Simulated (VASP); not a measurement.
# NaH (Fm-3m) in VASP: notebook

The runs below take NaH through single point, with PBE, PBEsol, RPBE, r2SCAN+rVV10.

Program: VASP 6.6.1. These are calculated values, not measurements. Logs are shortened: lines on timing, memory, paths and dates and some standing lists are left out, and cuts for length are marked.

## (1) The cell of the first run

It takes space group Fm-3m (No. 225, cubic). Conventional cell: a = 4.832 Å, b = 4.832 Å, c = 4.832 Å, α = 90.00°, β = 90.00°, γ = 90.00°. Na (site symmetry m-3m) has 6 H at 2.42 Å within 3.2 Å. Within 3.2 Å of H (site symmetry m-3m) lie 6 Na at 2.42 Å.

## (2) Single point, PBE

File INCAR:

```
PREC = Accurate
ENCUT = 520
EDIFF = 1E-6
ISMEAR = -1
SIGMA = 0.01
LREAL = F
LASPH = T
NELM = 80
ALGO = Normal
ISIF = 2
LWAVE = F
LCHARG = T
GGA = PE
LELF = T
LVHAR = T
NBANDS = 11
```

File KPOINTS:

```
regular mesh
0
Gamma
  8 8 8
```

File POSCAR:

```
NaH
1.0
    0.0000000000      2.4160403438      2.4160403438
    2.4160403438      0.0000000000      2.4160403438
    2.4160403438      2.4160403438      0.0000000000
Na H
1 1
Direct
    0.0000000000      0.0000000000      0.0000000000
    0.5000000000      0.5000000000      0.5000000000
```

Potentials or basis: VASP PAW PBE potentials, release 64 (Na_pv, H).

Launch:

```bash
> cat potpaw_PBE.64/Na_pv/POTCAR potpaw_PBE.64/H/POTCAR > POTCAR
> mpirun -np 1 vasp_std > vasp.out
```

OUTCAR:

```text
PREC = Accurate
   ENCUT = 520
   EDIFF = 1E-6
   ISMEAR = -1
   LREAL = F
   LASPH = T
   NELM = 80
   ISIF = 2
   GGA = PE

 ion  position               nearest neighbor table
   1  0.000  0.000  0.000-
   2  0.500  0.500  0.500-

  LATTYP: Found a face centered cubic cell.
 ALAT       =     4.8320806876

  Lattice vectors:

 A1 = (   0.0000000000,   2.4160403438,   2.4160403438)
 A2 = (   2.4160403438,   0.0000000000,   2.4160403438)
 A3 = (   2.4160403438,   2.4160403438,   0.0000000000)

Analysis of symmetry for initial positions (statically):
=====================================================================
 Subroutine PRICEL returns:
 Original cell was already a primitive cell.

 Routine SETGRP: Setting up the symmetry group for a
 face centered cubic supercell.

 Subroutine GETGRP returns: Found 48 space group operations
 (whereof 48 operations were pure point group operations)
 out of a pool of 48 trial point group operations.

The static configuration has the point symmetry O_h .

Analysis of symmetry for dynamics (positions and initial velocities):
=====================================================================
 Subroutine PRICEL returns:
 Original cell was already a primitive cell.

 Routine SETGRP: Setting up the symmetry group for a
 face centered cubic supercell.

 Subroutine GETGRP returns: Found 48 space group operations
 (whereof 48 operations were pure point group operations)
 out of a pool of 48 trial point group operations.

The dynamic configuration has the point symmetry O_h .

 Subroutine INISYM returns: Found 48 space group operations
 (whereof 48 operations are pure point group operations),
 and found     1 'primitive' translations

----------------------------------------------------------------------------------------

                                     Primitive cell

  volume of cell :      28.2061

  direct lattice vectors                    reciprocal lattice vectors
     0.000000000  2.416040344  2.416040344    -0.206950187  0.206950187  0.206950187
     2.416040344  0.000000000  2.416040344     0.206950187 -0.206950187  0.206950187
     2.416040344  2.416040344  0.000000000     0.206950187  0.206950187 -0.206950187

  length of vectors
     3.416797021  3.416797021  3.416797021     0.358448238  0.358448238  0.358448238

  position of ions in fractional coordinates (direct lattice)
     0.000000000  0.000000000  0.000000000
     0.500000000  0.500000000  0.500000000

  ion indices of the primitive-cell ions
   primitive index   ion index
                 1           1
                 2           2

----------------------------------------------------------------------------------------

 KPOINTS: regular mesh

Automatic generation of k-mesh.
 Grid dimensions read from file:
 generate k-points for:    8    8    8

 Generating k-lattice:

  Cartesian coordinates                     Fractional coordinates (reciprocal lattice)
    -0.025868773  0.025868773  0.025868773     0.125000000  0.000000000  0.000000000
     0.025868773 -0.025868773  0.025868773     0.000000000  0.125000000  0.000000000
     0.025868773  0.025868773 -0.025868773     0.000000000  0.000000000  0.125000000

  Length of vectors
     0.044806030  0.044806030  0.044806030

  Shift w.r.t. Gamma in fractional coordinates (k-lattice)
     0.000000000  0.000000000  0.000000000

 Subroutine IBZKPT returns following result:
 ===========================================

 Found     29 irreducible k-points:

 Following reciprocal coordinates:
            Coordinates               Weight
  0.000000  0.000000  0.000000      1.000000
  0.125000  0.000000  0.000000      8.000000
  0.250000  0.000000  0.000000      8.000000
  0.375000  0.000000  0.000000      8.000000
  0.500000  0.000000  0.000000      4.000000
  0.125000  0.125000  0.000000      6.000000
[... 16 lines left out ...]
  0.500000  0.250000  0.125000     48.000000
 -0.375000  0.250000  0.125000     24.000000
 [... further k-points ...]
   k-points           NKPTS =     29   k-points in BZ     NKDIM =     29   number of bands    NBANDS=     11
   number of dos      NEDOS =    301   number of ions     NIONS =      2
   total plane-waves  NPLWV =  21952
   dimension x,y,z NGX =    28 NGY =   28 NGZ =   28
   dimension x,y,z NGXF=    56 NGYF=   56 NGZF=   56
   ions per type =               1   1
   NGX,Y,Z   is equivalent  to a cutoff of  13.62, 13.62, 13.62 a.u.
   NGXF,Y,Z  is equivalent  to a cutoff of  27.25, 27.25, 27.25 a.u.
 SYSTEM =  unknown system
   PREC   = accura    normal or accurate (medium, high low for compatibility)
   ISTART =      0    job   : 0-new  1-cont  2-samecut
   ICHARG =      2    charge: 1-file 2-atom 10-const
   ISPIN  =      1    spin polarized calculation?
   LNONCOLLINEAR =      F non collinear calculations
   LSORBIT =      F    spin-orbit coupling
   LASPH  =      T    aspherical Exc in radial PAW
   ENCUT  =  520.0 eV  38.22 Ry    6.18 a.u.   6.35  6.35  6.35*2*pi/ulx,y,z
   NELM   =     80;   NELMIN=  2; NELMDL= -5     # of ELM steps
   EDIFF  = 0.1E-05   stopping-criterion for ELM
   LREAL  =      F    real-space projection
   EDIFFG = 0.1E-04   stopping-criterion for IOM
   NSW    =      0    number of steps for IOM
   IBRION =     -1    ionic relax: 0-MD 1-quasi-New 2-CG
   NFREE  =      0    steps in history (QN), initial steepest desc. (CG)
   ISIF   =      2    stress and relaxation
   ISYM   =      2    0-nonsym 1-usesym 2-fastsym
   POTIM  = 0.5000    time-step for ionic-motion
   TEBEG  =    0.0;   TEEND  =   0.0 temperature during run
   PSTRESS=    0.0 pullay stress
   NELECT =       8.0000    total number of electrons
   NUPDOWN=      -1.0000    fix difference up-down
   EMIN   =  10.00;   EMAX   =-10.00  energy-range for DOS
   EFERMI =   0.00;   METHOD = LEGACY
   ISMEAR =    -1;   SIGMA  =   0.01  broadening in eV -4-tet -1-fermi 0-gaus
   EFERMI_NEDOS =   21; number of points for ismear=-14 and -15
   IALGO  =     38    algorithm
   IMIX   =      4    mixing-type and parameters
     AMIX     =   0.40;   BMIX     =  1.00
     AMIX_MAG =   1.60;   BMIX_MAG =  1.00
  volume/ion in A,a.u.               =      14.10        95.17
  Fermi-wavevector in a.u.,A,eV,Ry     =   1.075616  2.032620 15.741262  1.156950
  Thomas-Fermi vector in A             =   2.211478
   LORBIT       =      0    0 simple, 1 ext, 2 COOP (PROOUT), +10 PAW based schemes
   GGA     = PE    functional components
   LHFCALC =     F    Hartree Fock is set to
   AEXX    =    0.0000 exact exchange contribution
   IVDW    =     0    specifies the selected vdW correction
   LEPSILON=     F    determine dielectric tensor
   LRPA    =     F    only Hartree local field effects (RPA)
 non-spin polarized calculation
  energy-cutoff  :      520.00
  volume of cell :       28.21
 maximum number of plane-waves:       775
 NGX is ok and might be reduce to    28
   NGX = 13   NGY = 13   NGZ = 13

 number of electron       7.9999999 magnetization

 Free energy of the ion-electron system (eV)
  ---------------------------------------------------
  ext. energy  EPLUGINS =         0.00000000
  ---------------------------------------------------
  free energy    TOTEN  =        -5.08761264 eV

  energy without entropy =       -5.08761264  energy(sigma->0) =       -5.08761264

 E-fermi :  -0.8055     XC(G=0):  -7.7708

 val. band max:       -1.1127828746   @ k =  -0.2500   0.5000   0.2500
 cond. band min:       2.6479633870   @ k =   0.5000   0.0000   0.0000
 fundamental gap:      3.7607462616
 Fermi energy:        -0.8054743796

 k-point     1 :       0.0000    0.0000    0.0000
  band No.  band energies     occupation
      1     -23.2147      2.00000
      2     -23.2147      2.00000
      3     -23.2147      2.00000
      4      -4.7311      2.00000
      5       9.3078      0.00000
      6      14.4914      0.00000
      7      14.4914      0.00000
      8      14.4914      0.00000
      9      15.3500      0.00000
     10      15.3500      0.00000
     11      15.3500      0.00000

 k-point     2 :       0.1250    0.0000    0.0000
  band No.  band energies     occupation
      1     -23.2286      2.00000
      2     -23.2163      2.00000
      3     -23.2163      2.00000
      4      -4.4628      2.00000
      5       8.4269      0.00000
      6      11.8797      0.00000
      7      13.6787      0.00000
      8      13.6787      0.00000
      9      16.3422      0.00000
     10      16.3422      0.00000
     11      16.4846      0.00000

 k-point     3 :       0.2500    0.0000    0.0000
  band No.  band energies     occupation
      1     -23.2619      2.00000
      2     -23.2203      2.00000
      3     -23.2203      2.00000
      4      -3.7004      2.00000
      5       6.1128      0.00000
      6      10.4141      0.00000
      7      12.8916      0.00000
      8      12.8916      0.00000
      9      16.3234      0.00000
     10      16.3234      0.00000
     11      17.6863      0.00000

 k-point     4 :       0.3750    0.0000    0.0000
  band No.  band energies     occupation
      1     -23.2947      2.00000
      2     -23.2243      2.00000
      3     -23.2243      2.00000
      4      -2.6322      2.00000
      5       3.7647      0.00000
      6       9.8338      0.00000
      7      12.4255      0.00000
      8      12.4255      0.00000
      9      15.5567      0.00000
     10      15.5567      0.00000
     11      17.9414      0.00000
[... 239 lines left out ...]
 k-point    22 :       0.3750    0.2500    0.1250
  band No.  band energies     occupation
      1     -23.2694      2.00000
      2     -23.2366      2.00000
      3     -23.2257      2.00000
      4      -3.0858      2.00000
      5       5.7524      0.00000
      6       8.1237      0.00000
      7      11.1364      0.00000
      8      13.9975      0.00000
      9      14.3132      0.00000
     10      16.8903      0.00000
     11      19.5161      0.00000

 k-point    23 :       0.5000    0.2500    0.1250
  band No.  band energies     occupation
      1     -23.2866      2.00000
      2     -23.2462      2.00000
      3     -23.2307      2.00000
      4      -2.1429      2.00000
      5       4.2779      0.00000
      6       6.9676      0.00000
      7      10.2627      0.00000
      8      13.8747      0.00000
      9      15.1771      0.00000
     10      17.1761      0.00000
     11      19.3174      0.00000

 k-point    24 :      -0.3750    0.2500    0.1250
  band No.  band energies     occupation
      1     -23.2940      2.00000
      2     -23.2492      2.00000
      3     -23.2335      2.00000
      4      -1.5956      2.00000
      5       3.4320      0.00000
      6       6.7077      0.00000
      7       9.9058      0.00000
      8      13.8107      0.00000
      9      15.0380      0.00000
     10      18.2585      0.00000
     11      20.3600      0.00000

 [... further k-points ...]
[... 5 lines left out ...]
  --------------------------------------------------------------------------------------
  -------------------------------------------------------------------------------------
  Total       -0.0051612     -0.0051612     -0.0051612      0.0000000     -0.0000000     -0.0000000
  in kB       -0.2931695     -0.2931695     -0.2931695      0.0000000     -0.0000000     -0.0000000
  external PRESSURE =      -0.2931695 kB  Pullay stress =       0.0000000 kB

 VOLUME and BASIS-vectors are now :
 -----------------------------------------------------------------------------
  energy-cutoff  :      520.00
  volume of cell :       28.21
      direct lattice vectors                 reciprocal lattice vectors
     0.000000000  2.416040344  2.416040344    -0.206950187  0.206950187  0.206950187
     2.416040344  0.000000000  2.416040344     0.206950187 -0.206950187  0.206950187
     2.416040344  2.416040344  0.000000000     0.206950187  0.206950187 -0.206950187

 POSITION                                       TOTAL-FORCE (eV/Angst)
 -----------------------------------------------------------------------------------
      0.00000      0.00000      0.00000         0.000000      0.000000     -0.000000
      2.41604      2.41604      2.41604         0.000000     -0.000000      0.000000
 -----------------------------------------------------------------------------------
    total drift:                               -0.000000      0.000000      0.000000

  FREE ENERGIE OF THE ION-ELECTRON SYSTEM (eV)
  ---------------------------------------------------
  free  energy   TOTEN  =        -5.0876126379 eV

  energy  without entropy=       -5.0876126379  energy(sigma->0) =       -5.08761264
```

Wall time 14 s (1 thread of AMD EPYC 7R43 (Zen 3), shared host); peak memory 0.11 GiB.

Results:

```
Free energy            : -5.0876 eV
Pressure               : 0.0 GPa
Band gap on the k mesh : 3.76 eV, indirect (least direct gap 4.62 eV)
```

Levels at points of the mesh, in eV from the valence-band top:
```tsv
k point	band 1	band 2	band 3	band 4	band 5	band 6	band 7	band 8	band 9
(0.00, 0.00, 0.00)	-22.10	-22.10	-22.10	-3.62	10.42	15.60	15.60	15.60	16.46
(0.50, 0.00, 0.00)	-22.20	-22.11	-22.11	-0.86	3.76	10.78	13.39	13.39	16.37
(0.50, 0.50, 0.00)	-22.19	-22.13	-22.13	-0.18	4.64	10.03	10.67	10.67	11.77
```

A k mesh can miss the band edges.

## (3) Single point, PBEsol

This run uses another cell than the first one, of 13.75 Å³/atom, 0.975 times its volume.

File INCAR:

```
SYSTEM = NaH
PREC     = Accurate       ! precision mode
ENCUT    = 520            ! plane-wave cutoff, eV
EDIFF    = 1E-6           ! SCF threshold, eV
ISMEAR   = -1             ! smearing method
SIGMA    = 0.01           ! smearing width, eV
LREAL    = .FALSE.        ! projectors in reciprocal space
LASPH    = .TRUE.         ! aspherical terms in the spheres
NELM     = 60             ! most SCF steps
ALGO     = Normal         ! electronic algorithm
ISIF     = 2              ! what is computed and relaxed
LWAVE    = .FALSE.        ! write WAVECAR
LCHARG   = .FALSE.        ! write CHGCAR
GGA      = PS             ! functional
NBANDS   = 11             ! bands
```

File KPOINTS:

```
Automatic mesh
0
G
  8 8 8
  0 0 0
```

File POSCAR:

```
NaH
1.0
    0.0000000000      2.3956890793      2.3956890793
    2.3956890793      0.0000000000      2.3956890793
    2.3956890793      2.3956890793      0.0000000000
Na H
1 1
Direct
    0.0000000000      0.0000000000      0.0000000000
    0.5000000000      0.5000000000      0.5000000000
```

Potentials or basis: VASP PAW PBE potentials, release 64 (Na_pv, H).

Launch:

```bash
> cat potpaw_PBE.64/Na_pv/POTCAR potpaw_PBE.64/H/POTCAR > POTCAR
> mpirun -np 1 vasp_std > vasp.out
```

Wall time 13 s (1 thread of AMD EPYC 7R43 (Zen 3), shared host); peak memory 0.11 GiB.

It converged, with:

```yaml
Free_energy: -5.0859 eV
Pressure: 0.0 GPa
Band_gap_on_the_k_mesh: 3.60 eV, indirect (least direct gap 4.51 eV)
```

Levels at points of the mesh, in eV from the valence-band top:
```csv
k point,band 1,band 2,band 3,band 4,band 5,band 6,band 7,band 8,band 9
"(0.00, 0.00, 0.00)",-21.96,-21.96,-21.96,-3.80,10.64,15.59,15.59,15.59,16.60
"(0.50, 0.00, 0.00)",-22.06,-21.97,-21.97,-0.91,3.60,10.80,13.39,13.39,16.46
"(0.50, 0.50, 0.00)",-22.05,-21.99,-21.99,-0.19,4.46,9.87,10.66,10.66,11.97
```

Caveat: the PAW data sets were made with another functional, which shifts forces and pressure a little. A k mesh can miss the band edges.

[end of part 1 of 2]
